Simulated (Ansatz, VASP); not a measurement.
This is a calculation of CoSi2 for Ansatz 0.2.0.

input.yaml

```yaml
crystal:
  lattice:
    - [0.0, 2.678, 2.678]
    - [2.678, 0.0, 2.678]
    - [2.678, 2.678, 0.0]
  atoms:
    - { symbol: Co, position: [0.0, 0.0, 0.0], spin: 0.5 }
    - { symbol: Si, position: [0.75, 0.75, 0.75] }
    - { symbol: Si, position: [0.25, 0.25, 0.25] }
hamiltonian:
  xc: pbesol
  pseudopotentials: { kind: paw }
magnetization:
  spin_polarized: true
  initial_magnetization: 0.5
  spin_locking: { lock_magnetization: hard }
kpoints:
  mp_grid: { grid: [7, 7, 7] }
scf:
  occupations: { method: fermi_dirac, width: 0.05 }
  lower_state_search: "off"
output:
  forces: true
  stress: true
  eigenvalues: true
```

Potentials or basis: Ansatz PAW.

The run is started by

```bash
$ ansatz run input.yaml --threads 2 --pin off --max-ram 5632MiB --backend cpu --events-out ev --progress --plain --runs-dir out
```

Question: Set up the same calculation for VASP 6.6.1. Potentials there: VASP PAW PBE potentials, release 64 (Co_sv, Si).

Answer: As run (the cutoff follows the program's own potentials):

File INCAR:

```
  PREC = Accurate
  ENCUT = 600
  EDIFF = 1E-6
  ISMEAR = -1
  SIGMA = 0.05
  LREAL = False
  LASPH = True
  NELM = 200
  ALGO = Normal
  ISIF = 2
  LWAVE = False
  LCHARG = True
  ISPIN = 2
  MAGMOM = 0.5 0 0
  LORBIT = 11
  NUPDOWN = 0.5
  LMAXMIX = 4
  GGA = PS
  LELF = True
  LVHAR = True
  NBANDS = 24
  GGA_COMPAT = False
```

The input KPOINTS:

```
Automatic mesh
0
Gamma
  7 7 7
```

File POSCAR:

```
CoSi2
1.0
    0.0000000000      2.6780000000      2.6780000000
    2.6780000000      0.0000000000      2.6780000000
    2.6780000000      2.6780000000      0.0000000000
Co Si
1 2
Direct
    0.0000000000      0.0000000000      0.0000000000
    0.7500000000      0.7500000000      0.7500000000
    0.2500000000      0.2500000000      0.2500000000
```

Potentials or basis: VASP PAW PBE potentials, release 64 (Co_sv, Si).

Run with:

```bash
$ cat potpaw_PBE.64/Co_sv/POTCAR potpaw_PBE.64/Si/POTCAR > POTCAR
$ mpirun -np 1 vasp_std > vasp.out
```

Both were run:

|  | VASP | Ansatz | Ansatz less VASP |
| --- | --- | --- | --- |
| pressure (GPa) | -4.6 | -3.7 | +0.89 |
| net moment per atom (μB) | 0.17 | 0.17 | 0.000 |
| size of the moment on the site where the two differ most (μB) | 0.26 | 0.27 | +0.011 |

VASP's potentials were made for PBE, not for PBEsol. Site moments also hang on the region over which each program counts them. The functional is the same, so the differences come from potentials, cutoffs and numerics.
